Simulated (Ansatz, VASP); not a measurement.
# Pt in VASP and in Ansatz

INCAR

```
  PREC = Accurate
  ENCUT = 600
  EDIFF = 1E-6
  ISMEAR = -1
  SIGMA = 0.08
  LREAL = F
  LASPH = T
  NELM = 100
  ALGO = Normal
  ISIF = 3
  LWAVE = F
  LCHARG = F
  GGA = PE
  IBRION = 2
  NSW = 60
  EDIFFG = -0.005
```

File KPOINTS:

```
regular mesh
0
Gamma
  19 19 19
```

Contents of POSCAR:

```
Pt
1.0
    0.0000000000      1.9857740511      1.9857740511
    1.9857740511      0.0000000000      1.9857740511
    1.9857740511      1.9857740511      0.0000000000
Pt
1
Direct
    0.0000000000      0.0000000000      0.0000000000
```

Input for Ansatz:

```yaml
crystal:
  lattice:
    - [0.0, 1.9857740511, 1.9857740511]
    - [1.9857740511, 0.0, 1.9857740511]
    - [1.9857740511, 1.9857740511, 0.0]
  atoms:
    - { symbol: Pt, position: [0.0, 0.0, 0.0] }
kpoints:
  mp_grid: { grid: [19, 19, 19] }
scf:
  occupations: { method: fermi_dirac, width: 0.08 }
hamiltonian:
  xc: pbe
  pseudopotentials: { kind: paw }
output:
  forces: true
  stress: true
relax:
  f_tol: 0.005
  max_steps: 40
  cell: {}
```

Alike in both runs: task relaxation of cell and atoms; functional PBE; k mesh 19 × 19 × 19; occupations fermi-dirac, width 0.08 eV; no spin polarisation.

|  | VASP | Ansatz |
| --- | --- | --- |
| version | VASP 6.6.1 | Ansatz 0.2.0 |
| potentials or method | VASP PAW PBE potentials, release 64 (Pt) | PAW with Ansatz's default frozen-core files, scalar-relativistic |
| plane-wave cutoff (eV) | 600 | 420 |
| valence electrons in the cell | 10 | 18 |

|  | VASP | Ansatz | Ansatz less VASP |
| --- | --- | --- | --- |
| relaxed volume (Å³/atom) | 15.63 | 15.66 | +0.026 |
| relaxed cell length with the largest relative difference (Å) | 2.806 | 2.808 | +0.0016 |

VASP's potentials hold 10 valence electrons a cell and Ansatz's 18, so a difference there can come from the potentials and not from the codes.

Neither program's run includes spin-orbit coupling.
